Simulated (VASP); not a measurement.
Sb, 2 atoms in the cell. Symmetry: R-3m, No. 166, trigonal system. Conventional cell: a = 4.224 Å, b = 4.224 Å, c = 11.126 Å, α = 90.00°, β = 90.00°, γ = 120.00°. Sb (site symmetry 3m) has 6 Sb at 2.85 to 3.31 Å within 3.8 Å. 

| Property | Result |
| --- | --- |
| Program | VASP 6.6.1 |
| Task | relaxation of shape and atoms at fixed volume |
| Functional | PBE |
| Potentials or basis | VASP PAW PBE potentials, release 64 (Sb) |
| Cutoff | 600 eV |
| k mesh | 11 × 11 × 11 |
| Occupations | fermi-dirac, width 0.1 eV |
| Spin | no spin polarisation |
| Dipole correction | no |
| Further INCAR settings | ALGO = Normal; EDIFF = 1e-06; IBRION = 2; EDIFFG = -0.005; NSW = 50; ISIF = 4 |

Potentials or basis: VASP PAW PBE potentials, release 64 (Sb).

Launch:

```console
$ cat potpaw_PBE.64/Sb/POTCAR > POTCAR
$ mpirun -np 1 vasp_std > vasp.out
```

Hardware: 1 thread of Intel(R) Xeon(R) 6975P-C (Granite Rapids), with other jobs on the host.

**Question.** Estimate the wall time of this run.

**Answer.** It took 2 min on 1 thread of Intel(R) Xeon(R) 6975P-C (Granite Rapids), on a shared host, peak memory 0.26 GiB. Counts: scf iterations 39, k points 146, ion steps 8.
